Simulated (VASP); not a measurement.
# Rh (Fm-3m) in VASP: single point with r2SCAN

Aim: the single point of Rh with r2SCAN.

Program: VASP 6.6.1. These are calculated values, not measurements. Logs are shortened: lines on timing, memory, paths and dates and some standing lists are left out, and cuts for length are marked.

## (1) The cell of the first run

Symmetry: Fm-3m, No. 225, cubic system. The conventional cell has a = 3.805 Å, b = 3.805 Å, c = 3.805 Å, α = 90.00°, β = 90.00°, γ = 90.00°. Within 3.5 Å of Rh (site symmetry m-3m) lie 12 Rh at 2.69 Å.

## (2) Single point, r2SCAN

Input file POSCAR:

```
Rh
1.0
    0.0000000000      1.9026801449      1.9026801449
    1.9026801449      0.0000000000      1.9026801449
    1.9026801449      1.9026801449      0.0000000000
Rh
1
Direct
    0.0000000000      0.0000000000      0.0000000000
```

Input file INCAR.step1:

```
ALGO = Normal ; EDIFF = 1E-5
ENCUT = 680 ; GGA = PE
GGA_COMPAT = False ; ISMEAR = -1
LASPH = True ; LCHARG = False
LREAL = False ; LWAVE = True
NBANDS = 14 ; NELM = 120
PREC = Accurate ; SIGMA = 0.1
```

Input file INCAR.step2:

```
ALGO = Normal ; EDIFF = 1E-6
ENCUT = 680 ; GGA_COMPAT = False
ISIF = 2 ; ISMEAR = -1
ISTART = 1 ; LASPH = True
LCHARG = False ; LMIXTAU = True
LREAL = False ; LWAVE = False
METAGGA = R2SCAN ; NBANDS = 14
NELM = 120 ; PREC = Accurate
SIGMA = 0.1
```

Input file KPOINTS:

```
k-points
0
Gamma
  8 8 8
```

Potentials or basis: VASP PAW PBE potentials, release 64 (Rh_sv_GW).

Command:

```
> cat potpaw_PBE.64/Rh_sv_GW/POTCAR > POTCAR
> cp INCAR.step1 INCAR
> mpirun -np 1 vasp_std > vasp.out
> cp INCAR.step2 INCAR
> mpirun -np 1 vasp_std > vasp.out
```

OUTCAR:

```text
EDIFF = 1E-6
   ENCUT = 680
   ISIF = 2
   ISMEAR = -1
   ISTART = 1
   LASPH = True
   LREAL = False
   METAGGA = R2SCAN
   NELM = 120
   PREC = Accurate

 ion  position               nearest neighbor table
   1  0.000  0.000  0.000-

  LATTYP: Found a face centered cubic cell.
 ALAT       =     3.8053602898

  Lattice vectors:

 A1 = (   0.0000000000,   1.9026801449,   1.9026801449)
 A2 = (   1.9026801449,   0.0000000000,   1.9026801449)
 A3 = (   1.9026801449,   1.9026801449,   0.0000000000)

Analysis of symmetry for initial positions (statically):
=====================================================================
 Subroutine PRICEL returns:
 Original cell was already a primitive cell.

 Routine SETGRP: Setting up the symmetry group for a
 face centered cubic supercell.

 Subroutine GETGRP returns: Found 48 space group operations
 (whereof 48 operations were pure point group operations)
 out of a pool of 48 trial point group operations.

The static configuration has the point symmetry O_h .

Analysis of symmetry for dynamics (positions and initial velocities):
=====================================================================
 Subroutine PRICEL returns:
 Original cell was already a primitive cell.

 Routine SETGRP: Setting up the symmetry group for a
 face centered cubic supercell.

 Subroutine GETGRP returns: Found 48 space group operations
 (whereof 48 operations were pure point group operations)
 out of a pool of 48 trial point group operations.

The dynamic configuration has the point symmetry O_h .

 Subroutine INISYM returns: Found 48 space group operations
 (whereof 48 operations are pure point group operations),
 and found     1 'primitive' translations

----------------------------------------------------------------------------------------

                                     Primitive cell

  volume of cell :      13.7761

  direct lattice vectors                    reciprocal lattice vectors
     0.000000000  1.902680145  1.902680145    -0.262787206  0.262787206  0.262787206
     1.902680145  0.000000000  1.902680145     0.262787206 -0.262787206  0.262787206
     1.902680145  1.902680145  0.000000000     0.262787206  0.262787206 -0.262787206

  length of vectors
     2.690796066  2.690796066  2.690796066     0.455160793  0.455160793  0.455160793

[... 71 lines left out ...]
   ICHARG =      0    charge: 1-file 2-atom 10-const
   ISPIN  =      1    spin polarized calculation?
   LNONCOLLINEAR =      F non collinear calculations
   LSORBIT =      F    spin-orbit coupling
   LASPH  =      T    aspherical Exc in radial PAW
   ENCUT  =  680.0 eV  49.98 Ry    7.07 a.u.   5.72  5.72  5.72*2*pi/ulx,y,z
   NELM   =    120;   NELMIN=  2; NELMDL=  0     # of ELM steps
   EDIFF  = 0.1E-05   stopping-criterion for ELM
   LREAL  =      F    real-space projection
[... 7 lines left out ...]
   TEBEG  =    0.0;   TEEND  =   0.0 temperature during run
   PSTRESS=    0.0 pullay stress
   NELECT =      17.0000    total number of electrons
   NUPDOWN=      -1.0000    fix difference up-down
   EMIN   =  10.00;   EMAX   =-10.00  energy-range for DOS
   EFERMI =   0.00;   METHOD = LEGACY
   ISMEAR =    -1;   SIGMA  =   0.10  broadening in eV -4-tet -1-fermi 0-gaus
   EFERMI_NEDOS =   21; number of points for ismear=-14 and -15
   IALGO  =     38    algorithm
   IMIX   =      4    mixing-type and parameters
     AMIX     =   0.40;   BMIX     =  1.00
     AMIX_MAG =   1.60;   BMIX_MAG =  1.00
  volume/ion in A,a.u.               =      13.78        92.97
  Fermi-wavevector in a.u.,A,eV,Ry     =   1.755963  3.318289 41.952285  3.083406
  Thomas-Fermi vector in A             =   2.825606
   LORBIT       =      0    0 simple, 1 ext, 2 COOP (PROOUT), +10 PAW based schemes
   METAGGA = R2SCAN    functional components
   LHFCALC =     F    Hartree Fock is set to
   AEXX    =    0.0000 exact exchange contribution
   IVDW    =     0    specifies the selected vdW correction
   LEPSILON=     F    determine dielectric tensor
   LRPA    =     F    only Hartree local field effects (RPA)
 non-spin polarized calculation
  energy-cutoff  :      680.00
  volume of cell :       13.78
 maximum number of plane-waves:       568
   NGX = 11   NGY = 11   NGZ = 11

 number of electron      17.0000000 magnetization

 Free energy of the ion-electron system (eV)
  ---------------------------------------------------
  ext. energy  EPLUGINS =         0.00000000
  ---------------------------------------------------
  free energy    TOTEN  =       -23.28564581 eV

  energy without entropy =      -23.23231756  energy(sigma->0) =      -23.25898168

 E-fermi :  10.7019     XC(G=0): -15.2464

 val. band max:       10.6776661640   @ k =  -0.3750   0.2500   0.0000
 cond. band min:      10.7498073825   @ k =   0.3750   0.0000   0.0000
 fundamental gap:      0.0721412185
 Fermi energy:        10.7019337351

 k-point     1 :       0.0000    0.0000    0.0000
  band No.  band energies     occupation
      1     -70.4712      2.00000
      2     -37.1060      2.00000
      3     -37.1060      2.00000
      4     -37.1060      2.00000
      5       2.5255      2.00000
      6       7.5217      2.00000
      7       7.5217      2.00000
      8       7.5217      2.00000
      9       9.6083      1.99996
     10       9.6083      1.99996
     11      27.1135      0.00000
     12      32.7577      0.00000
     13      32.7577      0.00000
     14      32.7577      0.00000
[... 377 lines left out ...]
      1     -70.3291      2.00000
      2     -37.7767      2.00000
      3     -37.4166      2.00000
      4     -37.2781      2.00000
      5       5.5253      2.00000
      6       6.3890      2.00000
      7       7.9595      2.00000
      8       8.5858      2.00000
      9      11.0755      0.04660
     10      16.3834      0.00000
     11      19.5474      0.00000
     12      27.3696      0.00000
     13      28.2037      0.00000
     14      32.5753      0.00000

 [... further k-points ...]
[... 5 lines left out ...]
  --------------------------------------------------------------------------------------
  -------------------------------------------------------------------------------------
  Total        0.0038884      0.0038884      0.0038884      0.0000000      0.0000000      0.0000000
  in kB        0.4522252      0.4522252      0.4522252      0.0000000      0.0000000      0.0000000
  external PRESSURE =       0.4522252 kB  Pullay stress =       0.0000000 kB

 VOLUME and BASIS-vectors are now :
 -----------------------------------------------------------------------------
  energy-cutoff  :      680.00
  volume of cell :       13.78
      direct lattice vectors                 reciprocal lattice vectors
     0.000000000  1.902680145  1.902680145    -0.262787206  0.262787206  0.262787206
     1.902680145  0.000000000  1.902680145     0.262787206 -0.262787206  0.262787206
     1.902680145  1.902680145  0.000000000     0.262787206  0.262787206 -0.262787206

 POSITION                                       TOTAL-FORCE (eV/Angst)
 -----------------------------------------------------------------------------------
      0.00000      0.00000      0.00000         0.000000      0.000000      0.000000
 -----------------------------------------------------------------------------------
    total drift:                               -0.000000      0.000000      0.000000

  FREE ENERGIE OF THE ION-ELECTRON SYSTEM (eV)
  ---------------------------------------------------
  free  energy   TOTEN  =       -23.2856458096 eV

  energy  without entropy=      -23.2323175590  energy(sigma->0) =      -23.25898168
```

OSZICAR.step1:

```text
N       E                     dE             d eps       ncg     rms          rms(c)
DAV:   1     0.299164422245E+03    0.29916E+03   -0.11343E+04   828   0.181E+03
DAV:   2     0.965340174959E+01   -0.28951E+03   -0.26469E+03   812   0.686E+02
DAV:   3    -0.699461052586E+01   -0.16648E+02   -0.15937E+02  1170   0.164E+02
DAV:   4    -0.742884752945E+01   -0.43424E+00   -0.43408E+00   876   0.307E+01
DAV:   5    -0.745743200043E+01   -0.28584E-01   -0.28583E-01  1358   0.727E+00    0.570E+01
DAV:   6    -0.643647557286E+01    0.10210E+01   -0.22053E+00  1260   0.339E+01    0.229E+01
DAV:   7    -0.640771591887E+01    0.28760E-01   -0.54745E-02  1288   0.327E+00    0.841E+00
DAV:   8    -0.640424633937E+01    0.34696E-02   -0.94673E-03  1076   0.256E+00    0.175E-01
DAV:   9    -0.640420711479E+01    0.39225E-04   -0.20850E-04  1020   0.241E-01    0.649E-02
DAV:  10    -0.640420725927E+01   -0.14448E-06   -0.18415E-05   788   0.791E-02
   1 F= -.64042073E+01 E0= -.63757750E+01  d E =-.568645E-01
```

It took 15 s on 1 thread of Intel Xeon 6975P-C (Granite Rapids), shared host; peak memory 0.15 GiB.

What came out:

* Free energy: -23.2856 eV
* Pressure: 0.0 GPa
* Band gap on the k mesh: zero (an odd number of electrons rules out a gap without spin polarisation)

Caveat: the PAW data sets were made with another functional, which shifts forces and pressure a little.

The gap in the log of VASP goes by the Fermi energy; the results here count the filled bands.